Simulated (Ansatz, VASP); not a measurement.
## One calculation of ZnF2, two programs

```
CELL_PARAMETERS angstrom
4.70480 0.00000 0.00000
0.00000 4.70480 0.00000
0.00000 0.00000 3.13380
ATOMIC_POSITIONS crystal
Zn 0.00000 0.00000 0.00000
Zn 0.50000 0.50000 0.50000
F 0.30240 0.30240 0.00000
F 0.19760 0.80240 0.50000
F 0.69760 0.69760 0.00000
F 0.80240 0.19760 0.50000
```

Alike in both runs: task relaxation of the atoms; functional PBE; k mesh 4 × 4 × 6; occupations fermi-dirac, width 0.02 eV; no spin polarisation.

|  | VASP | Ansatz |
| --- | --- | --- |
| version | VASP 6.6.1 | Ansatz 0.2.0 |
| potentials or method | VASP PAW PBE potentials, release 64 (Zn, F) | plane-wave PAW, scalar-relativistic |
| plane-wave cutoff (eV) | 520 | 420 |
| valence electrons in the cell | 52 | 52 |

|  | VASP | Ansatz | Ansatz less VASP |
| --- | --- | --- | --- |
| gap on the k mesh at the Fermi level, each at its own relaxed structure (eV) | 3.47 | 3.55 | +0.078 |

Ansatz's warnings: stress scf threshold loose.

Noted on VASP's run: the relaxation stopped at its first step, so nothing moved.
